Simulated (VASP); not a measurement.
Runs of VASP 6.6.1 on Tc. The structure is that of space group Fm-3m (No. 225), or close to it. The cells are those of the table. This isn't the form of Tc at room conditions, which is hcp.

| task | level | cell | cutoff (eV) | gap on the mesh (eV) | pressure (GPa) | relaxed volume (Å³/atom) |
| --- | --- | --- | --- | --- | --- | --- |
| single point | PBE+D3(BJ) | a = 2.716 Å, angles 60.0°, 1 atom | 520 | none | -0.8 | - |
| relaxation of cell and atoms | PBE+D3(BJ) | relaxed from a = 2.758 Å, angles 60.0°, 1 atom | 600 | none | -0.1 | 14.14 |
| relaxation of cell and atoms | revPBE+D3(BJ) | relaxed from a = 2.758 Å, angles 60.0°, 1 atom | 600 | none | 0.1 | 13.96 |
| relaxation of cell and atoms | RPBE | relaxed from a = 2.758 Å, angles 60.0°, 1 atom | 600 | none | 0.0 | (a) |
| single point | RPBE | a = 2.750 Å, angles 60.0°, 1 atom | 520 | none | -0.6 | - |
| relaxation of cell and atoms | PBE+D4 | relaxed from a = 2.758 Å, angles 60.0°, 1 atom | 600 | none | 0.0 | (b) |
| single point | revPBE+D3(BJ) | a = 2.705 Å, angles 60.0°, 1 atom | 520 | none | -0.7 | - |
| single point | PBE+D4 | a = 2.719 Å, angles 60.0°, 1 atom | 520 | none | -0.7 | - |

Alike in all rows: potentials or basis VASP PAW PBE potentials, release 64 (Tc_pv); no spin polarisation; k mesh 13 × 13 × 13; smearing methfessel-paxton 0.2 eV.

Task: Fill in the values left out.

Result: (a) 14.68; (b) 14.19.

Caveats: the PAW data sets were made with another functional, which shifts forces and pressure a little (at least some runs); the dispersion term is far too large for a dense solid, which distorts pressure and volume (at least some runs).

A k mesh can miss the band edges, and the runs leave out spin-orbit coupling on Tc.

A gap of «none» marks levels without a gap at the run's occupations.
